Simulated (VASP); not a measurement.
A run of VASP 6.6.1 is set up as follows.

The input INCAR:

```
PREC = Accurate
ENCUT = 500
EDIFF = 1E-6
ISMEAR = 0
SIGMA = 0.1
LREAL = F
LASPH = T
NELM = 120
ALGO = Normal
ISIF = 2
LWAVE = F
LCHARG = T
LELF = T
LVHAR = T
NBANDS = 12
GGA_COMPAT = F
```

Contents of KPOINTS:

```
Automatic mesh
0
Gamma
  6 6 6
```

Contents of POSCAR:

```
As
1.0
    1.8797494575      1.0852738553      3.4857700000
   -1.8797494575      1.0852738553      3.4857700000
    0.0000000000     -2.1705477106      3.4857700000
As
2
Direct
    0.2275400000      0.2275400000      0.2275400000
    0.7724600000      0.7724600000      0.7724600000
```

Potentials or basis: VASP PAW LDA potentials, release 64 (As).

Command:

```console
$ cat potpaw_LDA.64/As/POTCAR > POTCAR
$ mpirun -np 1 vasp_std > vasp.out
```

Problem. Estimate the largest force.

Solution. 0.019 eV/Å.

Problem. What does it give for the pressure?

Solution. -1.2 GPa.

Stress tensor (GPa, compression positive):
```
-0.73  0.00  0.00
 0.00 -0.73  0.00
 0.00  0.00 -2.28
```
